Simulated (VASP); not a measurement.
A run of VASP 6.6.1:

Contents of POSCAR:

```
TiAl
1.0
    3.1790640000      0.0000000000      0.0000000000
    0.0000000000      3.1790640000      0.0000000000
    0.0000000000      0.0000000000      3.1790640000
Ti Al
1 1
Direct
    0.0000000000      0.0000000000      0.0000000000
    0.5000000000      0.5000000000      0.5000000000
```

INCAR.step1

```
SYSTEM = TiAl
PREC = Accurate ; ENCUT = 520
ISMEAR = -1 ; SIGMA = 0.05
LREAL = .False. ; LASPH = .True.
NELM = 100 ; NBANDS = 14
GGA = PE ; ALGO = Normal
EDIFF = 1E-4 ; LWAVE = .True.
LCHARG = .False.
```

File INCAR.step2:

```
SYSTEM = TiAl
PREC = Accurate ; ENCUT = 520
EDIFF = 1E-6 ; ISMEAR = -1
SIGMA = 0.05 ; LREAL = .False.
LASPH = .True. ; NELM = 100
ALGO = Normal ; ISIF = 2
LWAVE = .False. ; LCHARG = .False.
METAGGA = R2SCAN ; LMIXTAU = .True.
NBANDS = 14 ; ISTART = 1
```

KPOINTS

```
regular mesh
0
Gamma
  5 5 5
  0 0 0
```

Potentials or basis: VASP PAW PBE potentials, release 64 (Ti_sv, Al).

Run with:

```console
$ cat potpaw_PBE.64/Ti_sv/POTCAR potpaw_PBE.64/Al/POTCAR > POTCAR
$ cp INCAR.step1 INCAR
$ mpirun -np 1 vasp_std > vasp.out
$ cp INCAR.step2 INCAR
$ mpirun -np 1 vasp_std > vasp.out
```

Hardware: 1 thread of AMD EPYC 7R13, with other jobs on the host.

Question: Estimate the wall time of this run.

Answer: Run time: 26 s on 1 thread of AMD EPYC 7R13 (shared host), peak memory 0.11 GiB. Counts: k points 10.
